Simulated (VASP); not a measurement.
A run of VASP 6.6.1:

POSCAR

```
Ti
1.0
    0.0000000000      1.5319205870      1.5319205870
    1.5319205870      0.0000000000      1.5319205870
    1.5319205870      1.5319205870      0.0000000000
Ti
1
Direct
    0.0000000000      0.0000000000      0.0000000000
```

Contents of INCAR.step1:

```
SYSTEM = Ti
  PREC = Accurate
  ENCUT = 520
  EDIFF = 1E-6
  ISMEAR = -1
  SIGMA = 0.1
  LREAL = .FALSE.
  LASPH = .TRUE.
  NELM = 80
  ALGO = Normal
  ISIF = 2
  LWAVE = .FALSE.
  LCHARG = .TRUE.
  LMAXMIX = 4
  GGA = PS
  NBANDS = 12
```

The input KPOINTS.step1:

```
regular mesh
0
G
  16 16 16
  0 0 0
```

The input INCAR.step2:

```
SYSTEM = Ti
  PREC = Accurate
  ENCUT = 520
  EDIFF = 1E-6
  ISMEAR = -5
  SIGMA = 0.1
  LREAL = .FALSE.
  LASPH = .TRUE.
  NELM = 80
  ALGO = Normal
  ISIF = 2
  LWAVE = .FALSE.
  LCHARG = .FALSE.
  LMAXMIX = 4
  GGA = PS
  LORBIT = 11
  NEDOS = 1001
  ICHARG = 11
```

File KPOINTS.step2:

```
regular mesh
0
G
  24 24 24
  0 0 0
```

Potentials or basis: VASP PAW PBE potentials, release 64 (Ti_sv).

Run with:

```bash
$ cat potpaw_PBE.64/Ti_sv/POTCAR > POTCAR
$ cp INCAR.step1 INCAR
$ cp KPOINTS.step1 KPOINTS
$ mpirun -np 1 vasp_std > vasp.out
$ cp INCAR.step2 INCAR
$ cp KPOINTS.step2 KPOINTS
$ mpirun -np 1 vasp_std > vasp.out
```

Hardware: 1 thread of Intel Xeon 8259CL (shared host).

Task: How long does it take, and how much memory?

Result: Run time: 32 s on 1 thread of Intel Xeon 8259CL, on a shared host, peak memory 0.14 GiB. Counts: k points 413.
